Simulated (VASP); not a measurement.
# C (Cmmm) in VASP: a series of runs, part 3 of 3

VASP 6.6.1. The steps go on from the part before.

## Step 5: Single point, PBE+D3(BJ) (atoms displaced along a vibrational mode, the cell strained)

INCAR reads:

```
PREC = Accurate
ENCUT = 520
EDIFF = 1E-6
ISMEAR = 0
SIGMA = 0.15
LREAL = False
LASPH = True
NELM = 60
ALGO = Normal
ISIF = 2
LWAVE = False
LCHARG = False
GGA = PE
IVDW = 12
NBANDS = 11
```

KPOINTS reads:

```
regular mesh
0
Gamma
  21 21 12
```

POSCAR reads:

```
C
1.0
    2.5058198767      0.0000000000      0.0000000000
   -1.2529099384      2.1701036705      0.0000000000
    0.0000000000      0.0000000000      3.6316216684
C
2
Direct
    0.3192782444      0.6385564889      0.0000000000
    0.6807217556      0.3614435111      0.0000000000
```

Potentials or basis: VASP PAW PBE potentials, release 64 (C).

Started as:

```console
> cat potpaw_PBE.64/C/POTCAR > POTCAR
> mpirun -np 1 vasp_std > vasp.out
```

OUTCAR:

```text
PREC = Accurate
   ENCUT = 520
   EDIFF = 1E-6
   ISMEAR = 0
   LREAL = False
   LASPH = True
   NELM = 60
   ISIF = 2
   GGA = PE
   IVDW = 12
 IVDW          = 12

 ion  position               nearest neighbor table
   1  0.319  0.639  0.000-   2 1.39   2 1.39   2 1.57
   2  0.681  0.361  0.000-   1 1.39   1 1.39   1 1.57

  LATTYP: Found a hexagonal cell.
 ALAT       =     2.5058198767
 C/A-ratio  =     1.4492748270

  Lattice vectors:

 A1 = (   2.5058198767,   0.0000000000,   0.0000000000)
 A2 = (  -1.2529099384,   2.1701036705,   0.0000000000)
 A3 = (   0.0000000000,   0.0000000000,   3.6316216684)

Analysis of symmetry for initial positions (statically):
=====================================================================
 Subroutine PRICEL returns:
 Original cell was already a primitive cell.

 Routine SETGRP: Setting up the symmetry group for a
 hexagonal supercell.

 Subroutine GETGRP returns: Found  8 space group operations
 (whereof  8 operations were pure point group operations)
 out of a pool of 24 trial point group operations.

The static configuration has the point symmetry D_2h.

Analysis of symmetry for dynamics (positions and initial velocities):
=====================================================================
 Subroutine PRICEL returns:
 Original cell was already a primitive cell.

 Routine SETGRP: Setting up the symmetry group for a
 hexagonal supercell.

 Subroutine GETGRP returns: Found  8 space group operations
 (whereof  8 operations were pure point group operations)
 out of a pool of 24 trial point group operations.

The dynamic configuration has the point symmetry D_2h.

 Subroutine INISYM returns: Found  8 space group operations
 (whereof  8 operations are pure point group operations),
 and found     1 'primitive' translations

----------------------------------------------------------------------------------------

                                     Primitive cell

  volume of cell :      19.7484

  direct lattice vectors                    reciprocal lattice vectors
     2.505819877  0.000000000  0.000000000     0.399070982  0.230403739  0.000000000
    -1.252909938  2.170103671  0.000000000     0.000000000  0.460807478  0.000000000
     0.000000000  0.000000000  3.631621668     0.000000000  0.000000000  0.275359080

  length of vectors
     2.505819877  2.505819877  3.631621668     0.460807478  0.460807478  0.275359080

  position of ions in fractional coordinates (direct lattice)
     0.319278244  0.638556489  0.000000000
     0.680721756  0.361443511  0.000000000

  ion indices of the primitive-cell ions
   primitive index   ion index
                 1           1
                 2           2

----------------------------------------------------------------------------------------

 KPOINTS: regular mesh

Automatic generation of k-mesh.
 Grid dimensions read from file:
 generate k-points for:   21   21   12

 Generating k-lattice:

  Cartesian coordinates                     Fractional coordinates (reciprocal lattice)
     0.019003380  0.010971607  0.000000000     0.047619048  0.000000000  0.000000000
     0.000000000  0.021943213  0.000000000     0.000000000  0.047619048  0.000000000
     0.000000000  0.000000000  0.022946590     0.000000000  0.000000000  0.083333333

  Length of vectors
     0.021943213  0.021943213  0.022946590

  Shift w.r.t. Gamma in fractional coordinates (k-lattice)
     0.000000000  0.000000000  0.000000000

 Subroutine IBZKPT returns following result:
 ===========================================

 Found    847 irreducible k-points:

 Following reciprocal coordinates:
            Coordinates               Weight
  0.000000  0.000000  0.000000      1.000000
  0.047619  0.000000  0.000000      4.000000
  0.000000  0.047619  0.000000      2.000000
  0.095238  0.000000  0.000000      4.000000
  0.000000  0.095238  0.000000      2.000000
  0.142857  0.000000  0.000000      4.000000
[... 16 lines left out ...]
 -0.095238  0.047619  0.000000      2.000000
  0.095238  0.047619  0.000000      4.000000
 [... further k-points ...]
   k-points           NKPTS =    847   k-points in BZ     NKDIM =    847   number of bands    NBANDS=     11
   number of dos      NEDOS =    301   number of ions     NIONS =      2
   total plane-waves  NPLWV =  11200
   dimension x,y,z NGX =    20 NGY =   20 NGZ =   28
   dimension x,y,z NGXF=    40 NGYF=   40 NGZF=   56
   ions per type =               2
   NGX,Y,Z   is equivalent  to a cutoff of  13.27, 13.27, 12.82 a.u.
   NGXF,Y,Z  is equivalent  to a cutoff of  26.54, 26.54, 25.64 a.u.
 SYSTEM =  unknown system
   PREC   = accura    normal or accurate (medium, high low for compatibility)
   ISTART =      0    job   : 0-new  1-cont  2-samecut
   ICHARG =      2    charge: 1-file 2-atom 10-const
   ISPIN  =      1    spin polarized calculation?
   LNONCOLLINEAR =      F non collinear calculations
   LSORBIT =      F    spin-orbit coupling
   LASPH  =      T    aspherical Exc in radial PAW
   ENCUT  =  520.0 eV  38.22 Ry    6.18 a.u.   4.66  4.66  6.75*2*pi/ulx,y,z
   NELM   =     60;   NELMIN=  2; NELMDL= -5     # of ELM steps
   EDIFF  = 0.1E-05   stopping-criterion for ELM
   LREAL  =      F    real-space projection
   EDIFFG = 0.1E-04   stopping-criterion for IOM
   NSW    =      0    number of steps for IOM
   IBRION =     -1    ionic relax: 0-MD 1-quasi-New 2-CG
   NFREE  =      0    steps in history (QN), initial steepest desc. (CG)
   ISIF   =      2    stress and relaxation
   ISYM   =      2    0-nonsym 1-usesym 2-fastsym
   POTIM  = 0.5000    time-step for ionic-motion
   TEBEG  =    0.0;   TEEND  =   0.0 temperature during run
   PSTRESS=    0.0 pullay stress
   NELECT =       8.0000    total number of electrons
   NUPDOWN=      -1.0000    fix difference up-down
   EMIN   =  10.00;   EMAX   =-10.00  energy-range for DOS
   EFERMI =   0.00;   METHOD = LEGACY
   ISMEAR =     0;   SIGMA  =   0.15  broadening in eV -4-tet -1-fermi 0-gaus
   EFERMI_NEDOS =   21; number of points for ismear=-14 and -15
   IALGO  =     38    algorithm
   IMIX   =      4    mixing-type and parameters
     AMIX     =   0.40;   BMIX     =  1.00
     AMIX_MAG =   1.60;   BMIX_MAG =  1.00
  volume/ion in A,a.u.               =       9.87        66.63
  Fermi-wavevector in a.u.,A,eV,Ry     =   1.211326  2.289075 19.963987  1.467312
  Thomas-Fermi vector in A             =   2.346845
   LORBIT       =      0    0 simple, 1 ext, 2 COOP (PROOUT), +10 PAW based schemes
   GGA     = PE    functional components
   LHFCALC =     F    Hartree Fock is set to
   AEXX    =    0.0000 exact exchange contribution
   IVDW    =    12    specifies the selected vdW correction
   LEPSILON=     F    determine dielectric tensor
   LRPA    =     F    only Hartree local field effects (RPA)
 non-spin polarized calculation
 Gauss-broadening in eV      SIGMA  =   0.15
  energy-cutoff  :      520.00
  volume of cell :       19.75
 maximum number of plane-waves:       553
   NGX =  9   NGY =  9   NGZ = 13

 number of electron       8.0000000 magnetization

 Free energy of the ion-electron system (eV)
  ---------------------------------------------------
  ext. energy  EPLUGINS =         0.00000000
  ---------------------------------------------------
  free energy    TOTEN  =       -18.08114080 eV

  energy without entropy =      -18.08070361  energy(sigma->0) =      -18.08092220

 E-fermi :   3.6600     XC(G=0):  -9.6666

 val. band max:        3.6080200784   @ k =   0.3810   0.3333   0.1667
 cond. band min:       3.6993664757   @ k =   0.3810   0.3333   0.3333
 fundamental gap:      0.0913463973
 Fermi energy:         3.6600330176

 k-point     1 :       0.0000    0.0000    0.0000
  band No.  band energies     occupation
      1     -15.4923      2.00000
      2      -2.8997      2.00000
      3      -1.0123      2.00000
      4       2.5588      2.00000
      5       7.6660      0.00000
      6       9.4311      0.00000
      7      14.0660      0.00000
      8      14.8142      0.00000
      9      15.1516      0.00000
     10      25.2155      0.00000
     11      26.3482      0.00000
[... 309 lines left out ...]
 k-point    24 :       0.0952    0.0476    0.0000
  band No.  band energies     occupation
      1     -15.1286      2.00000
      2      -2.4879      2.00000
      3      -1.8155      2.00000
      4       1.1620      2.00000
      5       8.1005      0.00000
      6      10.2973      0.00000
      7      13.7210      0.00000
      8      14.6648      0.00000
      9      16.0416      0.00000
     10      25.6049      0.00000
     11      26.2079      0.00000

 [... further k-points ...]

------------------------ aborting loop because EDIFF is reached ----------------------------------------

 Edisp (eV)   -0.28155

 E8    (eV) :    -0.0790

  FORCE on cell =-STRESS in cart. coord.  units (eV):
  Direction    XX          YY          ZZ          XY          YZ          ZX
  --------------------------------------------------------------------------------------
  -------------------------------------------------------------------------------------
  Total      -0.50029    -2.12021    -0.05702     0.00000     0.00000     0.00000
  in kB     -40.58876  -172.01190    -4.62630     0.00000     0.00000     0.00000
  external pressure =      -72.41 kB  Pullay stress =        0.00 kB

 VOLUME and BASIS-vectors are now :
 -----------------------------------------------------------------------------
  energy-cutoff  :      520.00
  volume of cell :       19.75
      direct lattice vectors                 reciprocal lattice vectors
     2.505819877  0.000000000  0.000000000     0.399070982  0.230403739  0.000000000
    -1.252909938  2.170103671  0.000000000     0.000000000  0.460807478  0.000000000
     0.000000000  0.000000000  3.631621668     0.000000000  0.000000000  0.275359080

 POSITION                                       TOTAL-FORCE (eV/Angst)
 -----------------------------------------------------------------------------------
     -0.00000      1.38573      0.00000        -0.000000      4.954498      0.000000
      1.25291      0.78437      0.00000         0.000000     -4.954498      0.000000
 -----------------------------------------------------------------------------------
    total drift:                                0.000000     -0.000000      0.000000

  FREE ENERGIE OF THE ION-ELECTRON SYSTEM (eV)
  ---------------------------------------------------
  free  energy   TOTEN  =       -18.3626925685 eV

  energy  without entropy=      -18.3622553812  energy(sigma->0) =      -18.36247397
```

OSZICAR:

```text
N       E                     dE             d eps       ncg     rms          rms(c)
DAV:   1     0.673237334574E+01    0.67324E+01   -0.43244E+03 19024   0.649E+02
DAV:   2    -0.185189159221E+02   -0.25251E+02   -0.24084E+02 24769   0.129E+02
DAV:   3    -0.191778301784E+02   -0.65891E+00   -0.65713E+00 23761   0.176E+01
DAV:   4    -0.191805593251E+02   -0.27291E-02   -0.27289E-02 21739   0.138E+00
DAV:   5    -0.191805712902E+02   -0.11965E-04   -0.11965E-04 23574   0.834E-02    0.609E+00
DAV:   6    -0.183456428114E+02    0.83493E+00   -0.66475E-01 21377   0.490E+00    0.354E+00
DAV:   7    -0.180769306139E+02    0.26871E+00   -0.78974E-01 21883   0.535E+00    0.972E-01
DAV:   8    -0.180813387176E+02   -0.44081E-02   -0.22097E-02 20583   0.956E-01    0.123E-01
DAV:   9    -0.180810298726E+02    0.30885E-03   -0.74257E-04 21952   0.179E-01    0.601E-02
DAV:  10    -0.180811348215E+02   -0.10495E-03   -0.17730E-04 20272   0.919E-02    0.300E-02
DAV:  11    -0.180811402879E+02   -0.54663E-05   -0.11429E-05 21957   0.219E-02    0.319E-03
DAV:  12    -0.180811407962E+02   -0.50828E-06   -0.84788E-07 20469   0.705E-03
   1 F= -.18362693E+02 E0= -.18362474E+02  d E =-.437187E-03
```

stdout:

```text
POSCAR found type information on POSCAR C
 POSCAR found :  1 types and       2 ions
 scaLAPACK will be used
 LDA part: xc-table for (Slater+PW92), standard interpolation
 POSCAR, INCAR and KPOINTS ok, starting setup
 FFT: planning ... GRIDC
 FFT: planning ... GRID_SOFT
 FFT: planning ... GRID
 WAVECAR not read
 entering main loop
```

It took 1.8 min on 1 thread of AMD EPYC 7R43 (Zen 3), shared host; peak memory 0.22 GiB.

Results:

| Item | Value |
| --- | --- |
| Free energy | -18.3627 eV |
| Pressure | -7.2 GPa |
| Largest force | 4.954 eV/Å |
| Band gap on the k mesh | zero (bands 4 and 5 overlap by 0.34 eV) |
| Dispersion energy per atom | -0.141 eV |

Forces on the atoms (eV/Å):
```
C    0.000  4.954  0.000
C    0.000 -4.954  0.000
```

Levels at points of the mesh, in eV from the Fermi level:
```csv
k point,band 1,band 2,band 3,band 4,band 5,band 6,band 7,band 8
"(0.00, 0.00, 0.00)",-19.15,-6.56,-4.67,-1.10,4.01,5.77,10.41,11.15
"(0.00, 0.00, 0.50)",-18.99,-7.87,-4.66,-1.07,5.81,9.04,10.48,10.92
```

Caveat: the cell differs from its parent crystal (atoms displaced along a vibrational mode, the cell strained); the cell stands under tension; forces of over 1 eV/Å act on the atoms, so gaps and moduli don't describe the material at rest.

## Step 6: Summary

| cell | gap on the mesh (eV) | pressure (GPa) | largest force (eV/Å) |
| --- | --- | --- | --- |
| a = 2.485, b = 2.485, c = 3.602 Å, angles 90.0, 90.0, 120.0°, 2 atoms, atomic positions A | none | 0.5 | 6.99 |
| a = 2.485, b = 2.485, c = 3.602 Å, angles 90.0, 90.0, 120.0°, 2 atoms, atomic positions B | none | -3.7 | 3.68 |
| a = 2.485, b = 2.485, c = 3.602 Å, angles 90.0, 90.0, 120.0°, 2 atoms, atomic positions C | none | -3.3 | 4.45 |
| a = 2.506, b = 2.506, c = 3.632 Å, angles 90.0, 90.0, 120.0°, 2 atoms, atomic positions D | none | -7.2 | 4.95 |

Alike in all rows: task single point; level PBE+D3(BJ); potentials or basis VASP PAW PBE potentials, release 64 (C); no spin polarisation; k mesh 21 × 21 × 12; cutoff (eV) 520; smearing gaussian 0.15 eV.

Caveats: forces of over 1 eV/Å act on the atoms, so gaps and moduli don't describe the material at rest; the cell stands under tension (at least some runs).

Absolute energies hang on the potentials; compare differences alone.
